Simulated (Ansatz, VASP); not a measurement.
# One calculation of InAs, two programs

INCAR

```
SYSTEM = InAs
PREC = Accurate ; ENCUT = 520
EDIFF = 1E-6 ; ISMEAR = 0
SIGMA = 0.05 ; LREAL = .FALSE.
LASPH = .TRUE. ; NELM = 100
ALGO = Normal ; ISIF = 2
LWAVE = .FALSE. ; LCHARG = .FALSE.
GGA = RP ; NBANDS = 16
```

Contents of KPOINTS:

```
Automatic mesh
0
G
  6 6 6
  0 0 0
```

POSCAR

```
InAs
1.0
    0.0000000000      3.0240000793      3.0240000793
    3.0240000793      0.0000000000      3.0240000793
    3.0240000793      3.0240000793      0.0000000000
In As
1 1
Direct
    0.0000000000      0.0000000000      0.0000000000
    0.7500000000      0.7500000000      0.7500000000
```

Input for Ansatz:

```yaml
crystal:
  lattice:
    - [0.0, 3.0240000793, 3.0240000793]
    - [3.0240000793, 0.0, 3.0240000793]
    - [3.0240000793, 3.0240000793, 0.0]
  atoms:
    - { symbol: In, position: [0.0, 0.0, 0.0] }
    - { symbol: As, position: [0.75, 0.75, 0.75] }
basis:
  ecutwfc: 420
  ecutrho_ratio: 4
kpoints:
  mp_grid: { grid: [6, 6, 6] }
hamiltonian:
  xc: rpbe
scf:
  occupations: { method: gaussian, width: 0.05 }
output:
  forces: true
  stress: true
  eigenvalues: true
```

Alike in both runs: task single point; functional RPBE; k mesh 6 × 6 × 6; occupations gaussian, width 0.05 eV; no spin polarisation.

```csv
,VASP,Ansatz
version,VASP 6.6.1,Ansatz 0.2.0
potentials or method,"VASP PAW PBE potentials, release 64 (In_d, As), cutoff 520 eV","scalar-relativistic, plane waves, PAW"
valence electrons in the cell,18,28
```

|  | VASP | Ansatz | Ansatz less VASP |
| --- | --- | --- | --- |
| gap on the k mesh at the Fermi level (eV) | none | none | - |
| pressure (GPa) | 5.8 | 5.7 | -0.07 |

VASP's potentials were made for PBE, not for RPBE. A gap of «none» marks a metal or a gap that the smearing closes. VASP's potentials hold 18 valence electrons a cell and Ansatz's 28, so a difference there can come from the potentials and not from the codes.
